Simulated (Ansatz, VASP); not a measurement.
One calculation of CdF2, two programs

Contents of INCAR:

```
SYSTEM = CdF2
ALGO = Normal
EDIFF = 1E-6
ENCUT = 520
GGA = PS
ISIF = 2
ISMEAR = 0
LASPH = .TRUE.
LCHARG = .FALSE.
LREAL = .FALSE.
LWAVE = .FALSE.
NBANDS = 20
NELM = 100
PREC = Accurate
SIGMA = 0.05
```

Contents of KPOINTS:

```
k-points
0
G
  8 8 8
  0 0 0
```

File POSCAR:

```
CdF2
1.0
    0.0000000000      2.8098245654      2.8665830216
    2.8098245654      0.0000000000      2.8665830216
    2.8098245654      2.8098245654      0.0000000000
Cd F
1 2
Direct
    0.0000000000      0.0000000000      0.0000000000
    0.2500000000      0.2500000000      0.2500000000
    0.7500000000      0.7500000000      0.7500000000
```

Input for Ansatz:

```yaml
crystal:
  lattice:
    - [0.0, 2.8098245654, 2.8665830216]
    - [2.8098245654, 0.0, 2.8665830216]
    - [2.8098245654, 2.8098245654, 0.0]
  atoms:
    - { symbol: Cd, position: [0.0, 0.0, 0.0] }
    - { symbol: F, position: [0.25, 0.25, 0.25] }
    - { symbol: F, position: [0.75, 0.75, 0.75] }
basis:
  ecutwfc: 520.0
kpoints:
  mp_grid: { grid: [8, 8, 8] }
hamiltonian:
  xc: pbesol
scf:
  occupations: { method: gaussian, width: 0.05 }
output:
  forces: true
  stress: true
  eigenvalues: true
  write_density: true
  write_potential: true
  elf: true
  volumetric_format: npy
```

Alike in both runs: task single point; functional PBEsol; k mesh 8 × 8 × 8; occupations gaussian, width 0.05 eV; no spin polarisation.

|  | VASP | Ansatz |
| --- | --- | --- |
| version | VASP 6.6.1 | Ansatz 0.2.0 |
| potentials or method | VASP PAW PBE potentials, release 64 (Cd, F), cutoff 520 eV | scalar-relativistic, plane waves, PAW |
| valence electrons in the cell | 26 | 34 |

Ansatz gave:

```
gap on the k mesh at the Fermi level (eV)                     : 2.42
least direct gap on the mesh (eV)                             : 3.04
pressure (GPa)                                                : -11.2
traceless stress, the component that is largest in VASP (GPa) : -1.31
```

Task: Which values does VASP return?

Result: gap on the k mesh at the Fermi level (eV): 2.39; least direct gap on the mesh (eV): 3.01; pressure (GPa): -10.9; traceless stress, the component that is largest in VASP (GPa): -1.30.

VASP's potentials were made for PBE, not for PBEsol. VASP's potentials hold 26 valence electrons a cell and Ansatz's 34, so a difference there can come from the potentials and not from the codes.
